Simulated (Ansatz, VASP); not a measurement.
ZrC in VASP and in Ansatz

```
Zr C
1.0
     0.00000    2.39612    2.39612
     2.39612    0.00000    2.39612
     2.39612    2.39612    0.00000
Zr C
1 1
Direct
  0.50000 0.50000 0.50000
  0.00000 0.00000 0.00000
```

Change from the starting cell: volume scaled by 1.04.

Alike in both runs: task single point; functional PBE; k mesh 10 × 10 × 10; occupations fermi-dirac, width 0.05 eV; no spin polarisation.

|  | VASP | Ansatz |
| --- | --- | --- |
| version | VASP 6.6.1 | Ansatz 0.2.0 |
| potentials or method | VASP PAW PBE potentials, release 64 (Zr_sv, C), cutoff 520 eV | all-electron LAPW, scalar-relativistic |

```tsv
	VASP	Ansatz	Ansatz less VASP
gap on the k mesh at the Fermi level (eV)	none	none	-
pressure (GPa)	-10.3	-10.5	-0.15
```

A gap of «none» marks a metal or a gap that the smearing closes. Ansatz ran all-electron here, and VASP with PAW potentials.
